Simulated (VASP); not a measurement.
A run of VASP 6.6.1:

POSCAR

```
BaF2
1.0
    0.0000000000      3.0971637718      3.0971637718
    3.0971637718      0.0000000000      3.0971637718
    3.0971637718      3.0971637718      0.0000000000
Ba F
1 2
Direct
    0.0000000000      0.0000000000      0.0000000000
    0.2500000000      0.2500000000      0.2500000000
    0.7500000000      0.7500000000      0.7500000000
```

The input INCAR.step1:

```
ALGO = Normal
EDIFF = 1E-5
ENCUT = 520
GGA = PE
GGA_COMPAT = F
ISIF = 2
ISMEAR = 0
LASPH = T
LCHARG = F
LREAL = F
LWAVE = T
NBANDS = 19
NELM = 120
PREC = Accurate
SIGMA = 0.01
```

Contents of INCAR.step2:

```
AEXX = 1.0
AGGAC = 1.0
ALDAC = 1.0
ALGO = Normal
EDIFF = 1E-6
ENCUT = 520
GGA = PE
GGA_COMPAT = F
HFSCREEN = 0.1
ISIF = 2
ISMEAR = 0
ISTART = 1
LASPH = T
LCHARG = F
LHFCALC = T
LREAL = F
LWAVE = F
NBANDS = 19
NELM = 120
PREC = Accurate
PRECFOCK = Normal
SIGMA = 0.01
```

Contents of KPOINTS:

```
k-points
0
Gamma
  4 4 4
```

Potentials or basis: VASP PAW PBE potentials, release 64 (Ba_sv, F).

Run with:

```sh
$ cat potpaw_PBE.64/Ba_sv/POTCAR potpaw_PBE.64/F/POTCAR > POTCAR
$ cp INCAR.step1 INCAR
$ mpirun -np 1 vasp_std > vasp.out
$ cp INCAR.step2 INCAR
$ mpirun -np 1 vasp_std > vasp.out
```

Hardware: 1 thread of Intel(R) Xeon(R) Platinum 8488C (Sapphire Rapids), on a shared host.

Task: How long does it take, and how much memory?

Result: It took 33 min on 1 thread of Intel(R) Xeon(R) Platinum 8488C (Sapphire Rapids), with other jobs on the host, peak memory 0.32 GiB. Counts: k points 8.
